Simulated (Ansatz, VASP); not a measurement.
# Two plane-wave programs on Si3N4

```xyz
14
Lattice="-3.2374 3.2374 3.2697 3.2374 -3.2374 3.2697 3.2374 3.2374 -3.2697" Properties=species:S:1:pos:R:3 pbc="T T T"
Si    2.4315    3.2374   -1.6349
Si   -1.6187    2.4246    3.2697
Si    0.8059    3.2374    1.6349
Si    1.6187    0.8128    3.2697
Si    3.2374   -1.6187    2.4523
Si    3.2374    1.6187    0.8174
N     1.8227    1.8197    1.8425
N     0.2010   -0.2040    3.0621
N     1.4147    4.6550   -1.4272
N     3.0363    0.2040   -0.2076
N    -1.4147    1.4176    4.6970
N     0.2010    0.2040    0.2076
N     4.6520   -1.4176    1.4272
N    -0.2010    3.0333    0.2076
```

Change from the starting cell: z stretched by +1 %, ions relaxed.

Alike in both runs: functional PBE; k mesh 6 × 6 × 6; occupations fermi-dirac, width 0.02 eV; no spin polarisation.

Ansatz relaxed the structure, and its values are those at the end. VASP's run is a single point on that final structure, the one shown.

```csv
,VASP,Ansatz
version,VASP 6.6.1,Ansatz 0.2.0
potentials or method,"VASP PAW PBE potentials, release 64 (Si, N)","plane-wave PAW, scalar-relativistic"
plane-wave cutoff (eV),520,420
valence electrons in the cell,64,64
```

VASP gave:

| Quantity | Value |
| --- | --- |
| gap on the k mesh at the Fermi level (eV) | 4.02 |
| pressure (GPa) | -1.0 |

Q: Estimate Ansatz's values.

A: gap on the k mesh at the Fermi level (eV): 4.03; pressure (GPa): -0.7.

Ansatz's warnings: stress scf threshold loose.
